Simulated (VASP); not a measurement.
# SiC (R-3m) in VASP: further runs

The runs below take SiC through single point, with PBE.

All numbers are computed with VASP 6.6.1; they aren't measurements. Logs are shortened: lines on timing, memory, paths and dates and some standing lists are left out, and cuts for length are marked.

### Step 1. The cell of the first run

Symmetry: R-3m, No. 166, trigonal system. Conventional cell: a = 2.534 Å, b = 2.534 Å, c = 21.535 Å, α = 90.00°, β = 90.00°, γ = 120.00°. Within 2.0 Å of C (site symmetry 3m) lie 3 C at 1.53 Å. Si (site symmetry 3m) has 1 C at 2.04 Å and 6 Si at 2.53 Å within 2.7 Å.

### Step 2. Single point, PBE

Input file INCAR:

```
SYSTEM = SiC
PREC = Accurate
ENCUT = 520
EDIFF = 1E-7
ISMEAR = -1
SIGMA = 0.02
LREAL = .FALSE.
LASPH = .TRUE.
NELM = 80
ALGO = Normal
ISIF = 2
LWAVE = .FALSE.
LCHARG = .FALSE.
GGA = PE
NBANDS = 16
```

Input file KPOINTS:

```
regular mesh
0
G
  8 8 8
  0 0 0
```

Input file POSCAR:

```
SiC
1.0
    1.2669330388      0.7314641310      7.1782539203
   -1.2669330388      0.7314641310      7.1782539203
    0.0000000000     -1.4629282619      7.1782539203
C Si
2 2
Direct
    0.1767202019      0.1767202019      0.1767202019
    0.8232797981      0.8232797981      0.8232797981
    0.7286037273      0.7286037273      0.7286037273
    0.2713962727      0.2713962727      0.2713962727
```

Potentials or basis: VASP PAW PBE potentials, release 64 (C, Si).

Run with:

```
$ cat potpaw_PBE.64/C/POTCAR potpaw_PBE.64/Si/POTCAR > POTCAR
$ mpirun -np 1 vasp_std > vasp.out
```

OUTCAR:

```text
SYSTEM = SiC
   PREC = Accurate
   ENCUT = 520
   EDIFF = 1E-7
   ISMEAR = -1
   LREAL = .FALSE.
   LASPH = .TRUE.
   NELM = 80
   ISIF = 2
   GGA = PE

 ion  position               nearest neighbor table
   1  0.177  0.177  0.177-   2 1.53   2 1.53   2 1.53   4 2.04
   2  0.823  0.823  0.823-   1 1.53   1 1.53   1 1.53   3 2.04
   3  0.729  0.729  0.729-   2 2.04   4 3.04   4 3.04   4 3.04
   4  0.271  0.271  0.271-   1 2.04   3 3.04   3 3.04   3 3.04

  LATTYP: Found a trigonal (rhomboedric) cell.
 ALAT       =     7.3258097466
 COS(alpha) =     0.9401828045

  Lattice vectors:

 A1 = (   1.2669330388,   0.7314641310,   7.1782539203)
 A2 = (  -1.2669330388,   0.7314641310,   7.1782539203)
 A3 = (   0.0000000000,  -1.4629282619,   7.1782539203)

Analysis of symmetry for initial positions (statically):
=====================================================================
 Subroutine PRICEL returns:
 Original cell was already a primitive cell.

 Routine SETGRP: Setting up the symmetry group for a
 trigonal (rhombohedral) supercell.

 Subroutine GETGRP returns: Found 12 space group operations
 (whereof 12 operations were pure point group operations)
 out of a pool of 12 trial point group operations.

The static configuration has the point symmetry D_3d.

Analysis of symmetry for dynamics (positions and initial velocities):
=====================================================================
 Subroutine PRICEL returns:
 Original cell was already a primitive cell.

 Routine SETGRP: Setting up the symmetry group for a
 trigonal (rhombohedral) supercell.

 Subroutine GETGRP returns: Found 12 space group operations
 (whereof 12 operations were pure point group operations)
 out of a pool of 12 trial point group operations.

The dynamic configuration has the point symmetry D_3d.

 Subroutine INISYM returns: Found 12 space group operations
 (whereof 12 operations are pure point group operations),
 and found     1 'primitive' translations

----------------------------------------------------------------------------------------

                                     Primitive cell

  volume of cell :      39.9132

  direct lattice vectors                    reciprocal lattice vectors
     1.266933039  0.731464131  7.178253920     0.394653849  0.227853506  0.046436548
    -1.266933039  0.731464131  7.178253920    -0.394653849  0.227853506  0.046436548
     0.000000000 -1.462928262  7.178253920     0.000000000 -0.455707012  0.046436548

  length of vectors
     7.325809747  7.325809747  7.325809747     0.458066844  0.458066844  0.458066844

  position of ions in fractional coordinates (direct lattice)
     0.176720202  0.176720202  0.176720202
     0.823279798  0.823279798  0.823279798
     0.728603727  0.728603727  0.728603727
     0.271396273  0.271396273  0.271396273

  ion indices of the primitive-cell ions
   primitive index   ion index
                 1           1
                 2           2
                 3           3
                 4           4

----------------------------------------------------------------------------------------

 KPOINTS: regular mesh

Automatic generation of k-mesh.
 Grid dimensions read from file:
 generate k-points for:    8    8    8

 Generating k-lattice:

  Cartesian coordinates                     Fractional coordinates (reciprocal lattice)
     0.049331731  0.028481688  0.005804569     0.125000000  0.000000000  0.000000000
    -0.049331731  0.028481688  0.005804569     0.000000000  0.125000000  0.000000000
     0.000000000 -0.056963376  0.005804569     0.000000000  0.000000000  0.125000000

  Length of vectors
     0.057258355  0.057258355  0.057258355

  Shift w.r.t. Gamma in fractional coordinates (k-lattice)
     0.000000000  0.000000000  0.000000000

 Subroutine IBZKPT returns following result:
 ===========================================

 Found     65 irreducible k-points:

 Following reciprocal coordinates:
            Coordinates               Weight
  0.000000  0.000000  0.000000      1.000000
  0.125000  0.000000  0.000000      6.000000
  0.250000  0.000000  0.000000      6.000000
  0.375000  0.000000  0.000000      6.000000
  0.500000  0.000000  0.000000      3.000000
  0.125000  0.125000  0.000000      6.000000
[... 16 lines left out ...]
  0.250000  0.125000  0.125000      6.000000
  0.375000  0.125000  0.125000      6.000000
 [... further k-points ...]
   k-points           NKPTS =     65   k-points in BZ     NKDIM =     65   number of bands    NBANDS=     16
   number of dos      NEDOS =    301   number of ions     NIONS =      4
   total plane-waves  NPLWV = 157464
   dimension x,y,z NGX =    54 NGY =   54 NGZ =   54
   dimension x,y,z NGXF=   108 NGYF=  108 NGZF=  108
   ions per type =               2   2
   NGX,Y,Z   is equivalent  to a cutoff of  12.25, 12.25, 12.25 a.u.
   NGXF,Y,Z  is equivalent  to a cutoff of  24.51, 24.51, 24.51 a.u.
 SYSTEM =  SiC
   PREC   = accura    normal or accurate (medium, high low for compatibility)
   ISTART =      0    job   : 0-new  1-cont  2-samecut
   ICHARG =      2    charge: 1-file 2-atom 10-const
   ISPIN  =      1    spin polarized calculation?
   LNONCOLLINEAR =      F non collinear calculations
   LSORBIT =      F    spin-orbit coupling
   LASPH  =      T    aspherical Exc in radial PAW
   ENCUT  =  520.0 eV  38.22 Ry    6.18 a.u.  13.62 13.62 13.62*2*pi/ulx,y,z
   NELM   =     80;   NELMIN=  2; NELMDL= -5     # of ELM steps
   EDIFF  = 0.1E-06   stopping-criterion for ELM
   LREAL  =      F    real-space projection
   EDIFFG = 0.1E-05   stopping-criterion for IOM
   NSW    =      0    number of steps for IOM
   IBRION =     -1    ionic relax: 0-MD 1-quasi-New 2-CG
   NFREE  =      0    steps in history (QN), initial steepest desc. (CG)
   ISIF   =      2    stress and relaxation
   ISYM   =      2    0-nonsym 1-usesym 2-fastsym
   POTIM  = 0.5000    time-step for ionic-motion
   TEBEG  =    0.0;   TEEND  =   0.0 temperature during run
   PSTRESS=    0.0 pullay stress
   NELECT =      16.0000    total number of electrons
   NUPDOWN=      -1.0000    fix difference up-down
   EMIN   =  10.00;   EMAX   =-10.00  energy-range for DOS
   EFERMI =   0.00;   METHOD = LEGACY
   ISMEAR =    -1;   SIGMA  =   0.02  broadening in eV -4-tet -1-fermi 0-gaus
   EFERMI_NEDOS =   21; number of points for ismear=-14 and -15
   IALGO  =     38    algorithm
   IMIX   =      4    mixing-type and parameters
     AMIX     =   0.40;   BMIX     =  1.00
     AMIX_MAG =   1.60;   BMIX_MAG =  1.00
  volume/ion in A,a.u.               =       9.98        67.34
  Fermi-wavevector in a.u.,A,eV,Ry     =   1.207098  2.281085 19.824857  1.457086
  Thomas-Fermi vector in A             =   2.342746
   LORBIT       =      0    0 simple, 1 ext, 2 COOP (PROOUT), +10 PAW based schemes
   GGA     = PE    functional components
   LHFCALC =     F    Hartree Fock is set to
   AEXX    =    0.0000 exact exchange contribution
   IVDW    =     0    specifies the selected vdW correction
   LEPSILON=     F    determine dielectric tensor
   LRPA    =     F    only Hartree local field effects (RPA)
 non-spin polarized calculation
  energy-cutoff  :      520.00
  volume of cell :       39.91
 maximum number of plane-waves:      1091
   NGX = 27   NGY = 27   NGZ = 27

 number of electron      16.0000000 magnetization

 Free energy of the ion-electron system (eV)
  ---------------------------------------------------
  ext. energy  EPLUGINS =         0.00000000
  ---------------------------------------------------
  free energy    TOTEN  =       -27.42607234 eV

  energy without entropy =      -27.42525107  energy(sigma->0) =      -27.42566170

 E-fermi :  10.0934     XC(G=0): -11.7819

 val. band max:       10.0670027148   @ k =  -0.2500   0.5000   0.1250
 cond. band min:      10.1623889556   @ k =  -0.2500   0.3750   0.2500
 fundamental gap:      0.0953862408
 Fermi energy:        10.0934296236

 k-point     1 :       0.0000    0.0000    0.0000
  band No.  band energies     occupation
      1      -9.4210      2.00000
      2      -3.2634      2.00000
      3      -3.1439      2.00000
      4       3.2151      2.00000
      5       5.2006      2.00000
      6       7.9369      2.00000
[... 8 lines left out ...]
     15      23.2518      0.00000
     16      23.2518      0.00000

 k-point     2 :       0.1250    0.0000    0.0000
  band No.  band energies     occupation
      1      -9.0451      2.00000
      2      -2.9163      2.00000
      3      -2.5707      2.00000
      4       3.5350      2.00000
      5       5.6721      2.00000
      6       6.3594      2.00000
[... 8 lines left out ...]
     15      20.9377      0.00000
     16      21.9258      0.00000

 k-point     3 :       0.2500    0.0000    0.0000
  band No.  band energies     occupation
      1      -7.9288      2.00000
      2      -1.7023      2.00000
      3      -1.0472      2.00000
      4       3.1209      2.00000
      5       4.4775      2.00000
      6       6.0155      2.00000
[... 8 lines left out ...]
     15      20.1854      0.00000
     16      21.0193      0.00000

 k-point     4 :       0.3750    0.0000    0.0000
  band No.  band energies     occupation
      1      -6.1229      2.00000
      2      -0.3265      2.00000
      3       0.4288      2.00000
      4       1.3476      2.00000
      5       5.0683      2.00000
      6       5.5904      2.00000
[... 8 lines left out ...]
     15      18.7158      0.00000
     16      19.8720      0.00000
[... 324 lines left out ...]
 k-point    22 :       0.1250    0.1250    0.1250
  band No.  band energies     occupation
      1      -9.4192      2.00000
      2      -3.6386      2.00000
      3      -2.6720      2.00000
      4       2.7063      2.00000
      5       5.7884      2.00000
      6       7.9369      2.00000
[... 8 lines left out ...]
     15      23.2821      0.00000
     16      23.2821      0.00000

 k-point    23 :       0.2500    0.1250    0.1250
  band No.  band energies     occupation
      1      -9.0424      2.00000
      2      -3.2995      2.00000
      3      -2.0276      2.00000
      4       2.8230      2.00000
      5       6.3588      2.00000
      6       6.5116      2.00000
[... 8 lines left out ...]
     15      20.8471      0.00000
     16      21.8523      0.00000

 k-point    24 :       0.3750    0.1250    0.1250
  band No.  band energies     occupation
      1      -7.9260      2.00000
      2      -2.0426      2.00000
      3      -0.4854      2.00000
      4       3.1126      2.00000
      5       3.7055      2.00000
      6       6.0155      2.00000
[... 8 lines left out ...]
     15      20.7142      0.00000
     16      20.7737      0.00000

 [... further k-points ...]
[... 5 lines left out ...]
  --------------------------------------------------------------------------------------
  -------------------------------------------------------------------------------------
  Total        1.4285138      1.4285138     -0.2957540      0.0000000     -0.0000000      0.0000000
  in kB       57.3427162     57.3427162    -11.8720169      0.0000000     -0.0000000      0.0000000
  external PRESSURE =      34.2711385 kB  Pullay stress =       0.0000000 kB

 VOLUME and BASIS-vectors are now :
 -----------------------------------------------------------------------------
  energy-cutoff  :      520.00
  volume of cell :       39.91
      direct lattice vectors                 reciprocal lattice vectors
     1.266933039  0.731464131  7.178253920     0.394653849  0.227853506  0.046436548
    -1.266933039  0.731464131  7.178253920    -0.394653849  0.227853506  0.046436548
     0.000000000 -1.462928262  7.178253920     0.000000000 -0.455707012  0.046436548

 POSITION                                       TOTAL-FORCE (eV/Angst)
 -----------------------------------------------------------------------------------
      0.00000      0.00000      3.80563         0.000000     -0.000000     -0.254430
      0.00000      0.00000     17.72913         0.000000      0.000000      0.254430
      0.00000      0.00000     15.69031         0.000000     -0.000000     -0.279418
      0.00000      0.00000      5.84445         0.000000      0.000000      0.279418
 -----------------------------------------------------------------------------------
    total drift:                               -0.000000     -0.000000      0.000000

  FREE ENERGIE OF THE ION-ELECTRON SYSTEM (eV)
  ---------------------------------------------------
  free  energy   TOTEN  =       -27.4260723387 eV

  energy  without entropy=      -27.4252510659  energy(sigma->0) =      -27.42566170
```

Wall time 2.6 min (1 thread of Intel Xeon 6975P-C (Granite Rapids), shared host); peak memory 0.36 GiB.

Results:

```yaml
Free_energy: -27.4261 eV
Pressure: 3.4 GPa
Largest_force: 0.279 eV/Å
Band_gap_on_the_k_mesh: zero (band 8 reaches 14.71 eV, above the bottom of band 9 at 8.22 eV)
```

Forces on the atoms (eV/Å):
```
C    0.000  0.000 -0.254
C    0.000  0.000  0.254
Si   0.000  0.000 -0.279
Si   0.000  0.000  0.279
```

Stress tensor (GPa, compression positive):
```
 5.73  0.00  0.00
 0.00  5.73  0.00
 0.00  0.00 -1.19
```

Levels at points of the mesh, in eV from the Fermi level:
| k point | band 4 | band 5 | band 6 | band 7 | band 8 | band 9 | band 10 | band 11 | band 12 | band 13 |
| --- | --- | --- | --- | --- | --- | --- | --- | --- | --- | --- |
| (0.00, 0.00, 0.00) | -6.88 | -4.89 | -2.16 | -2.16 | 4.62 | 5.40 | 6.86 | 6.86 | 9.46 | 12.91 |
| (0.50, 0.00, 0.00) | -6.31 | -5.68 | -5.36 | -5.35 | -2.36 | 0.11 | 2.71 | 3.96 | 5.96 | 6.51 |
| (0.50, 0.50, 0.00) | -6.77 | -5.38 | -5.36 | -4.35 | -2.37 | -1.88 | 4.58 | 5.41 | 5.70 | 6.96 |
| (0.50, 0.50, 0.50) | -9.46 | -2.16 | -2.16 | -0.60 | -0.51 | 6.85 | 6.85 | 8.44 | 9.11 | 13.11 |

### Step 3. Single point, PBE

Input file INCAR:

```
PREC = Accurate
ENCUT = 520
EDIFF = 1E-7
ISMEAR = -1
SIGMA = 0.02
LREAL = False
LASPH = True
NELM = 100
ALGO = Normal
ISIF = 2
LWAVE = False
LCHARG = False
GGA = PE
NBANDS = 16
```

Input file KPOINTS:

```
Automatic mesh
0
Gamma
  8 8 8
```

POSCAR is that of step 2.

Potentials or basis: VASP PAW PBE potentials, release 64 (C, Si).

Run with:

```
$ cat potpaw_PBE.64/C/POTCAR potpaw_PBE.64/Si/POTCAR > POTCAR
$ mpirun -np 1 vasp_std > vasp.out
```

It took 2.7 min on 1 thread of Intel Xeon 6975P-C (Granite Rapids), shared host; peak memory 0.36 GiB.

It converged, with:

| Item | Value |
| --- | --- |
| Free energy | -27.4261 eV |
| Pressure | 3.4 GPa |
| Largest force | 0.279 eV/Å |
| Band gap on the k mesh | zero (band 8 reaches 14.71 eV, above the bottom of band 9 at 8.22 eV) |

Forces in eV/Å, atoms in the order of the input:
```
C    0.000  0.000 -0.254
C    0.000  0.000  0.254
Si   0.000  0.000 -0.279
Si   0.000  0.000  0.279
```

Stress tensor (GPa, compression positive):
```
 5.73  0.00  0.00
 0.00  5.73  0.00
 0.00  0.00 -1.19
```

Levels at points of the mesh, in eV from the Fermi level:
| k point | band 5 | band 6 | band 7 | band 8 | band 9 | band 10 | band 11 | band 12 |
| --- | --- | --- | --- | --- | --- | --- | --- | --- |
| (0.00, 0.00, 0.00) | -4.89 | -2.16 | -2.16 | 4.62 | 5.40 | 6.86 | 6.86 | 9.46 |
| (0.50, 0.00, 0.00) | -5.68 | -5.36 | -5.35 | -2.36 | 0.11 | 2.71 | 3.96 | 5.96 |
| (0.50, 0.50, 0.00) | -5.38 | -5.36 | -4.35 | -2.37 | -1.88 | 4.58 | 5.41 | 5.70 |
| (0.50, 0.50, 0.50) | -2.16 | -2.16 | -0.60 | -0.51 | 6.85 | 6.85 | 8.44 | 9.11 |
